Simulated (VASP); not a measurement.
# CdS (Hawleyite) (F-43m) in VASP: a series of runs, part 3 of 3

VASP 6.6.1. Earlier steps stand in the parts before.

## 5. Single point, r2SCAN

This run uses another cell than the first one, of 25.80 Å³/atom, 1.061 times its volume.

Input file POSCAR:

```
CdS
1.0
    0.0000000000      2.9548794012      2.9548794012
    2.9548794012      0.0000000000      2.9548794012
    2.9548794012      2.9548794012      0.0000000000
Cd S
1 1
Direct
    0.0000000000      0.0000000000      0.0000000000
    0.7500000000      0.7500000000      0.7500000000
```

Input file INCAR.step1:

```
ALGO     = Normal         # electronic algorithm
EDIFF    = 1E-4           # SCF threshold, eV
ENCUT    = 520            # plane-wave cutoff, eV
GGA      = PE             # functional
ISMEAR   = -1             # smearing method
LASPH    = T              # aspherical terms in the spheres
LCHARG   = F              # write CHGCAR
LREAL    = F              # projectors in reciprocal space
LWAVE    = T              # write WAVECAR
NBANDS   = 16             # bands
NELM     = 100            # most SCF steps
PREC     = Accurate       # precision mode
SIGMA    = 0.05           # smearing width, eV
```

Input file INCAR.step2:

```
ALGO     = Normal         # electronic algorithm
EDIFF    = 1E-6           # SCF threshold, eV
ENCUT    = 520            # plane-wave cutoff, eV
ISIF     = 2              # what is computed and relaxed
ISMEAR   = -1             # smearing method
ISTART   = 1            
LASPH    = T              # aspherical terms in the spheres
LCHARG   = F              # write CHGCAR
LMIXTAU  = T            
LREAL    = F              # projectors in reciprocal space
LWAVE    = F              # write WAVECAR
METAGGA  = R2SCAN         # meta-GGA
NBANDS   = 16             # bands
NELM     = 100            # most SCF steps
PREC     = Accurate       # precision mode
SIGMA    = 0.05           # smearing width, eV
```

Input file KPOINTS:

```
k-points
0
Gamma
  8 8 8
```

Potentials or basis: VASP PAW PBE potentials, release 64 (Cd, S).

Command:

```console
$ cat potpaw_PBE.64/Cd/POTCAR potpaw_PBE.64/S/POTCAR > POTCAR
$ cp INCAR.step1 INCAR
$ mpirun -np 1 vasp_std > vasp.out
$ cp INCAR.step2 INCAR
$ mpirun -np 1 vasp_std > vasp.out
```

OUTCAR:

```text
EDIFF = 1E-6
   ENCUT = 520
   ISIF = 2
   ISMEAR = -1
   ISTART = 1
   LASPH = T
   LREAL = F
   METAGGA = R2SCAN
   NELM = 100
   PREC = Accurate

 ion  position               nearest neighbor table
   1  0.000  0.000  0.000-   2 2.56   2 2.56   2 2.56   2 2.56
   2  0.750  0.750  0.750-   1 2.56   1 2.56   1 2.56   1 2.56

  LATTYP: Found a face centered cubic cell.
 ALAT       =     5.9097588024

  Lattice vectors:

 A1 = (   0.0000000000,   2.9548794012,   2.9548794012)
 A2 = (   2.9548794012,   0.0000000000,   2.9548794012)
[... 623 lines left out ...]
      3      -6.9212      2.00000
      4      -6.6769      2.00000
      5      -6.6304      2.00000
      6      -6.1990      2.00000
[... 8 lines left out ...]
     15      13.4875      0.00000
     16      14.4239      0.00000

 [... further k-points ...]
[... 5 lines left out ...]
  --------------------------------------------------------------------------------------
  -------------------------------------------------------------------------------------
  Total       -0.2145447     -0.2145447     -0.2145447     -0.0000000      0.0000000     -0.0000000
  in kB       -6.6616090     -6.6616090     -6.6616090     -0.0000000      0.0000000     -0.0000000
  external PRESSURE =      -6.6616090 kB  Pullay stress =       0.0000000 kB

 VOLUME and BASIS-vectors are now :
 -----------------------------------------------------------------------------
  energy-cutoff  :      520.00
  volume of cell :       51.60
      direct lattice vectors                 reciprocal lattice vectors
     0.000000000  2.954879401  2.954879401    -0.169211644  0.169211644  0.169211644
     2.954879401  0.000000000  2.954879401     0.169211644 -0.169211644  0.169211644
     2.954879401  2.954879401  0.000000000     0.169211644  0.169211644 -0.169211644

 POSITION                                       TOTAL-FORCE (eV/Angst)
 -----------------------------------------------------------------------------------
      0.00000      0.00000      0.00000        -0.000000      0.000000      0.000000
      4.43232      4.43232      4.43232         0.000000     -0.000000     -0.000000
 -----------------------------------------------------------------------------------
    total drift:                                0.000004      0.000004      0.000003

  FREE ENERGIE OF THE ION-ELECTRON SYSTEM (eV)
  ---------------------------------------------------
  free  energy   TOTEN  =       -29.6850642200 eV

  energy  without entropy=      -29.6850642156  energy(sigma->0) =      -29.68506422
```

OUTCAR.step1:

```text
EDIFF = 1E-4
   ENCUT = 520
   GGA = PE
   ISMEAR = -1
   LASPH = T
   LREAL = F
[... 674 lines left out ...]
 -----------------------------------------------------------------------------------
      0.00000      0.00000      0.00000         0.000000      0.000000      0.000000
      4.43232      4.43232      4.43232        -0.000000     -0.000000     -0.000000
 -----------------------------------------------------------------------------------
    total drift:                                0.000001      0.000001      0.000001

  FREE ENERGIE OF THE ION-ELECTRON SYSTEM (eV)
  ---------------------------------------------------
  free  energy   TOTEN  =        -6.1456597870 eV

  energy  without entropy=       -6.1456595318  energy(sigma->0) =       -6.14565966
```

OSZICAR.step1:

```text
N       E                     dE             d eps       ncg     rms          rms(c)
DAV:   1     0.108809874897E+03    0.10881E+03   -0.88030E+03   936   0.101E+03
DAV:   2    -0.240020744837E+01   -0.11121E+03   -0.10507E+03  1152   0.253E+02
DAV:   3    -0.667024803320E+01   -0.42700E+01   -0.42640E+01  1160   0.517E+01
DAV:   4    -0.669643494716E+01   -0.26187E-01   -0.26185E-01  1208   0.397E+00
DAV:   5    -0.669679164111E+01   -0.35669E-03   -0.35669E-03  1088   0.439E-01    0.746E+00
DAV:   6    -0.616322278059E+01    0.53357E+00   -0.85873E-01  1376   0.113E+01    0.609E+00
DAV:   7    -0.614526679588E+01    0.17956E-01   -0.18741E-01  1168   0.296E+00    0.302E+00
DAV:   8    -0.614548468294E+01   -0.21789E-03   -0.16582E-02  1088   0.160E+00    0.278E-01
DAV:   9    -0.614543248721E+01    0.52196E-04   -0.19334E-03  1152   0.624E-01    0.604E-02
DAV:  10    -0.614557260051E+01   -0.14011E-03   -0.24443E-04  1144   0.151E-01    0.707E-02
DAV:  11    -0.614565978696E+01   -0.87186E-04   -0.14278E-04  1048   0.901E-02
   1 F= -.61456598E+01 E0= -.61456597E+01  d E =-.255135E-06
```

Run time: 63 s. Hardware: 1 thread of AMD EPYC 9R45 (Zen 5), shared host; peak memory 0.16 GiB.

Results:

```
Free energy            : -29.6851 eV
Pressure               : -0.7 GPa
Band gap on the k mesh : 1.50 eV, direct
```

Levels at points of the mesh, in eV from the valence-band top:
```
           k point  band 7  band 8  band 9  band 10  band 11  band 12
(0.00, 0.00, 0.00)    0.00    0.00    0.00     1.50     7.08     7.08
(0.50, 0.00, 0.00)   -4.22   -0.71   -0.71     3.41     7.48     7.48
(0.50, 0.50, 0.00)   -3.80   -1.79   -1.79     3.90     4.71     9.61
```

Caveat: the PAW data sets were made with another functional, which shifts forces and pressure a little.

## 6. Single point, r2SCAN

This run uses another cell than the first one, of 26.30 Å³/atom, 1.082 times its volume.

Input file POSCAR:

```
CdS
1.0
    0.0000000000      2.9737007966      2.9737007966
    2.9737007966      0.0000000000      2.9737007966
    2.9737007966      2.9737007966      0.0000000000
Cd S
1 1
Direct
    0.0000000000      0.0000000000      0.0000000000
    0.7500000000      0.7500000000      0.7500000000
```

Input file INCAR.step1:

```
SYSTEM = CdS
PREC = Accurate
ENCUT = 520
ISMEAR = -1
SIGMA = 0.05
LREAL = .False.
LASPH = .True.
NELM = 100
NBANDS = 16
GGA = PE
ALGO = Normal
EDIFF = 1E-4
LWAVE = .True.
LCHARG = .False.
```

Input file INCAR.step2:

```
SYSTEM = CdS
PREC = Accurate
ENCUT = 520
EDIFF = 1E-6
ISMEAR = -1
SIGMA = 0.05
LREAL = .False.
LASPH = .True.
NELM = 100
ALGO = Normal
ISIF = 2
LWAVE = .False.
LCHARG = .True.
METAGGA = R2SCAN
LMIXTAU = .True.
LELF = .True.
LVHAR = .True.
NBANDS = 16
ISTART = 1
```

Input file KPOINTS:

```
regular mesh
0
Gamma
  8 8 8
  0 0 0
```

Potentials or basis: VASP PAW PBE potentials, release 64 (Cd, S).

Command:

```console
$ cat potpaw_PBE.64/Cd/POTCAR potpaw_PBE.64/S/POTCAR > POTCAR
$ cp INCAR.step1 INCAR
$ mpirun -np 1 vasp_std > vasp.out
$ cp INCAR.step2 INCAR
$ mpirun -np 1 vasp_std > vasp.out
```

Run time: 66 s. Hardware: 1 thread of AMD EPYC 9R45 (Zen 5), shared host; peak memory 0.16 GiB.

Results (log left out):

| Property | Result |
| --- | --- |
| Free energy | -29.6778 eV |
| Pressure | -1.7 GPa |
| Band gap on the k mesh | 1.46 eV, direct |

Levels at points of the mesh, in eV from the valence-band top:
| k point | band 6 | band 7 | band 8 | band 9 | band 10 | band 11 | band 12 | band 13 |
| --- | --- | --- | --- | --- | --- | --- | --- | --- |
| (0.00, 0.00, 0.00) | -7.34 | 0.00 | 0.00 | 0.00 | 1.46 | 7.08 | 7.08 | 7.08 |
| (0.50, 0.00, 0.00) | -7.01 | -4.11 | -0.68 | -0.68 | 3.38 | 7.47 | 7.47 | 7.71 |
| (0.50, 0.50, 0.00) | -6.94 | -3.72 | -1.73 | -1.73 | 3.93 | 4.68 | 9.52 | 11.18 |

Caveat: the PAW data sets were made with another functional, which shifts forces and pressure a little. r2SCAN opens gaps a little over a GGA but as a rule still falls short of measured ones.

## 7. Overview

| cell | gap on the mesh (eV) | pressure (GPa) |
| --- | --- | --- |
| a = 4.097 Å, angles 60.0°, 2 atoms | 1.64 | 3.3 |
| a = 4.125 Å, angles 60.0°, 2 atoms | 1.59 | 1.8 |
| a = 4.152 Å, angles 60.0°, 2 atoms | 1.55 | 0.5 |
| a = 4.179 Å, angles 60.0°, 2 atoms | 1.50 | -0.7 |
| a = 4.205 Å, angles 60.0°, 2 atoms | 1.46 | -1.7 |

Alike in all rows: task single point; level r2SCAN; potentials or basis VASP PAW PBE potentials, release 64 (Cd, S); no spin polarisation; k mesh 8 × 8 × 8; cutoff (eV) 520; smearing fermi-dirac 0.05 eV.

Caveats: the PAW data sets were made with another functional, which shifts forces and pressure a little.

Absolute energies hang on the potentials; compare differences alone.
